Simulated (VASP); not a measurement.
Ir3C: single point with LDA

Ir3C, a slab with vacuum:

```
Ir C
1.0
     2.69465    0.00000    0.00000
    -1.34733    2.33364    0.00000
     0.00000    0.00000   21.27695
Ir C
3 1
Direct
  0.66667 0.33333 0.18800
  0.33333 0.66667 0.28850
  0.00000 0.00000 0.38901
  0.66667 0.33333 0.51732
```

```json
{"Program": "VASP 6.6.1", "Task": "single point", "Functional": "LDA", "Potentials or basis": "VASP PAW LDA potentials, release 64 (Ir, C)", "Cutoff": "520 eV", "k mesh": "12 × 12 × 1", "Occupations": "gaussian, width 0.1 eV", "Spin": "collinear spin", "Starting moments": "[0.0, 0.0, 0.0, 2.0] μB", "Dipole correction": "yes", "Further INCAR settings": "ALGO = Normal; EDIFF = 1e-07; NBANDS = 28"}
```

```json
{"Largest force": "1.530 eV/Å", "Net moment": "0.00 μB per cell", "Valence electrons inside the program's atomic spheres": "Ir 8.28, 8.52, 8.26; C 1.91"}
```

Forces in eV/Å, atoms in the order of the input:
```
Ir   0.000  0.000 -0.287
Ir   0.000  0.000  0.439
Ir   0.000  0.000  1.378
C    0.000  0.000 -1.530
```

Levels at points of the mesh, in eV from the Fermi level:
Spin up:
| k point | band 14 | band 15 | band 16 | band 17 | band 18 | band 19 |
| --- | --- | --- | --- | --- | --- | --- |
| (0.00, 0.00, 0.00) | -1.24 | -1.24 | -0.43 | -0.42 | -0.42 | 0.73 |
| (0.50, 0.00, 0.00) | 0.51 | 0.71 | 0.88 | 1.51 | 1.52 | 1.66 |
Spin down:
| k point | band 14 | band 15 | band 16 | band 17 | band 18 | band 19 |
| --- | --- | --- | --- | --- | --- | --- |
| (0.00, 0.00, 0.00) | -1.24 | -1.24 | -0.43 | -0.42 | -0.42 | 0.73 |
| (0.50, 0.00, 0.00) | 0.51 | 0.71 | 0.88 | 1.51 | 1.52 | 1.66 |

Wall time 2.9 min on 1 thread of Intel(R) Xeon(R) 6975P-C (Granite Rapids), with other jobs on the host, peak memory 0.28 GiB.

Caveat: spin-orbit coupling is left out, which moves the levels of the heavy elements.
